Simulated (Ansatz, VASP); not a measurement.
# Two plane-wave programs on Al2Au

```
Al Au
1.0
     0.00000    3.00507    3.00507
     3.00507    0.00000    3.00507
     3.00507    3.00507    0.00000
Al Au
2 1
Direct
  0.25000 0.25000 0.25000
  0.75000 0.75000 0.75000
  0.00000 0.00000 0.00000
```

Alike in both runs: functional r2SCAN; k mesh 12 × 12 × 12; occupations gaussian, width 0.1 eV; no spin polarisation.

Ansatz relaxed the structure, and its values are those at the end. VASP's run is a single point on that final structure, the one shown.

|  | VASP | Ansatz |
| --- | --- | --- |
| version | VASP 6.6.1 | Ansatz 0.2.0 |
| potentials or method | VASP PAW PBE potentials, release 64 (Al, Au), cutoff 520 eV | scalar-relativistic, plane waves, PAW |
| valence electrons in the cell | 17 | 25 |

Ansatz gave:

| Property | Result |
| --- | --- |
| gap on the k mesh at the Fermi level (eV) | none |
| pressure (GPa) | 0.0 |

Problem. Estimate VASP's values.

Solution. gap on the k mesh at the Fermi level (eV): none; pressure (GPa): -0.3.

VASP's potentials were made for PBE, not for r2SCAN. A gap of «none» marks a metal or a gap that the smearing closes. VASP's potentials hold 17 valence electrons a cell and Ansatz's 25, so a difference there can come from the potentials and not from the codes.

Neither program's run includes spin-orbit coupling.
